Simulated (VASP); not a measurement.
Wanted: the native input for a VASP 6.6.1 run.

* Task: single point
* Functional: PBE
* Potentials or basis: VASP PAW PBE potentials, release 64 (Sn_d, Te)
* Cutoff: 500 eV
* k mesh: 4 × 4 × 4
* Occupations: fermi-dirac, width 0.02 eV
* Spin: non-collinear spin, zero start, spin-orbit coupling
* Starting moments: [[0.0, 0.0, 0.0], [0.0, 0.0, 0.0]] μB
* Dipole correction: no
* Further INCAR settings: ALGO = Normal; EDIFF = 1e-06; NBANDS = 32

The structure of SnTe lies in POSCAR:

```
SnTe
1.0
    3.8918236295      0.0000000000      0.0000000000
    0.0000000000      3.8918236295      0.0000000000
    0.0000000000      0.0000000000      3.8918236295
Sn Te
1 1
Direct
    0.0000000000      0.0000000000      0.0000000000
    0.5000000000      0.5000000000      0.5000000000
```

These files were run (other wordings do the same):

INCAR

```
ALGO     = Normal         # electronic algorithm
EDIFF    = 1E-6           # SCF threshold, eV
ENCUT    = 500            # plane-wave cutoff, eV
GGA      = PE             # functional
GGA_COMPAT= False        
ISIF     = 2              # what is computed and relaxed
ISMEAR   = -1             # smearing method
LASPH    = True           # aspherical terms in the spheres
LCHARG   = False          # write CHGCAR
LORBIT   = 11             # projections on sites
LORBMOM  = True         
LREAL    = False          # projectors in reciprocal space
LSORBIT  = True           # spin-orbit coupling
LWAVE    = False          # write WAVECAR
MAGMOM   = 0 0 0 0 0 0    # initial moments
NBANDS   = 32             # bands
NELM     = 200            # most SCF steps
PREC     = Accurate       # precision mode
SIGMA    = 0.02           # smearing width, eV
```

KPOINTS

```
k-points
0
Gamma
  4 4 4
```

Potentials or basis: VASP PAW PBE potentials, release 64 (Sn_d, Te).

Run with:

```bash
$ cat potpaw_PBE.64/Sn_d/POTCAR potpaw_PBE.64/Te/POTCAR > POTCAR
$ mpirun -np 1 vasp_ncl > vasp.out
```

It gave:

```json
{
  "Pressure": "0.0 GPa",
  "Net moment": "0.00 μB per cell",
  "Valence electrons inside the program's atomic spheres": "Sn 12.04; Te 3.32"
}
```

Caveat: the k points lie up to 0.40 Å⁻¹ apart.

Run time: 21 s on 1 thread of Intel(R) Xeon(R) 6975P-C (Granite Rapids), with other jobs on the host, peak memory 0.25 GiB.
